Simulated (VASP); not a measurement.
Here is a VASP 6.6.1 calculation.

Contents of INCAR:

```
SYSTEM = AlFe
PREC     = Accurate       ! precision mode
ENCUT    = 520            ! plane-wave cutoff, eV
EDIFF    = 1E-6           ! SCF threshold, eV
ISMEAR   = 0              ! smearing method
SIGMA    = 0.05           ! smearing width, eV
LREAL    = .False.        ! projectors in reciprocal space
LASPH    = .True.         ! aspherical terms in the spheres
NELM     = 150            ! most SCF steps
ALGO     = Fast           ! electronic algorithm
ISIF     = 2              ! what is computed and relaxed
LWAVE    = .False.        ! write WAVECAR
LCHARG   = .False.        ! write CHGCAR
ISPIN    = 2              ! spin polarisation
MAGMOM   = 0 0.71         ! initial moments
LORBIT   = 11             ! projections on sites
LMAXMIX  = 4              ! l up to which the mixer works
GGA      = CA             ! functional
NBANDS   = 16             ! bands
```

File KPOINTS:

```
Automatic mesh
0
Gamma
  16 16 16
  0 0 0
```

Contents of POSCAR:

```
AlFe
1.0
    2.7776100877      0.0000000000      0.0000000000
    0.0000000000      2.7776100877      0.0000000000
    0.0000000000      0.0000000000      2.7776100877
Al Fe
1 1
Direct
    0.0000000000      0.0000000000      0.0000000000
    0.5000000000      0.5000000000      0.5000000000
```

Potentials or basis: VASP PAW LDA potentials, release 64 (Al, Fe).

Launch:

```bash
$ cat potpaw_LDA.64/Al/POTCAR potpaw_LDA.64/Fe/POTCAR > POTCAR
$ mpirun -np 1 vasp_std > vasp.out
```

Problem. What does it give for the site moments?

Solution. Al -0.01; Fe +0.62 μB.

Problem. Predict the net moment.

Solution. 0.61 μB per cell.
